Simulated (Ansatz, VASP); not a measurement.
**InSe in VASP and in Ansatz**

Contents of INCAR:

```
  ALGO = Normal
  DIPOL = 0.5 0.5 0.500
  EDIFF = 1E-6
  ENCUT = 520
  GGA = PE
  IDIPOL = 3
  ISIF = 2
  ISMEAR = 0
  IVDW = 12
  LASPH = True
  LCHARG = True
  LDIPOL = True
  LELF = True
  LREAL = False
  LVACPOTAV = True
  LVHAR = True
  LWAVE = False
  NBANDS = 27
  NELM = 60
  PREC = Accurate
  SIGMA = 0.02
```

The input KPOINTS:

```
k-points
0
Gamma
  9 9 1
```

File POSCAR:

```
InSe
1.0
    3.9600000000      0.0000000000      0.0000000000
   -1.9800000000      3.4294605990      0.0000000000
    0.0000000000      0.0000000000     36.7211901288
Se In
2 2
Direct
    0.0000000000      0.0000000000      0.4298358958
    0.0000000000      0.0000000000      0.5701363594
    0.6666666667      0.3333333333      0.4635860318
    0.6666666667      0.3333333333      0.5363862748
```

Input for Ansatz:

```yaml
crystal:
  lattice:
    - [3.96, 0.0, 0.0]
    - [-1.98, 3.429460599, 0.0]
    - [0.0, 0.0, 36.7211901288]
  atoms:
    - { symbol: Se, position: [0.0, 0.0, 0.4298358958] }
    - { symbol: In, position: [0.6666666667, 0.3333333333, 0.4635860318] }
    - { symbol: In, position: [0.6666666667, 0.3333333333, 0.5363862748] }
    - { symbol: Se, position: [0.0, 0.0, 0.5701363594] }
  periodic: [true, true, false]
basis:
  ecutwfc: 420
kpoints:
  mp_grid: { grid: [9, 9, 1] }
hamiltonian:
  xc: pbe
  dispersion: d3bj
scf:
  occupations: { method: gaussian, width: 0.02 }
output:
  forces: true
  stress: true
  eigenvalues: true
```

Alike in both runs: task single point; functional PBE; dispersion D3(BJ); k mesh 9 × 9 × 1; occupations gaussian, width 0.02 eV; no spin polarisation.

|  | VASP | Ansatz |
| --- | --- | --- |
| version | VASP 6.6.1 | Ansatz 0.2.0 |
| potentials or method | VASP PAW PBE potentials, release 64 (Se, In_d), cutoff 520 eV | scalar-relativistic, plane waves, PAW |
| valence electrons in the cell | 38 | 58 |

Ansatz gave:

```
gap on the k mesh at the Fermi level (eV) : 1.77
least direct gap on the mesh (eV)         : 1.85
rms of the force components (eV/Å)        : 0.284
```

Question: Estimate VASP's values.

Answer: gap on the k mesh at the Fermi level (eV): 1.76; least direct gap on the mesh (eV): 1.84; rms of the force components (eV/Å): 0.290.

VASP's potentials hold 38 valence electrons a cell and Ansatz's 58, so a difference there can come from the potentials and not from the codes.
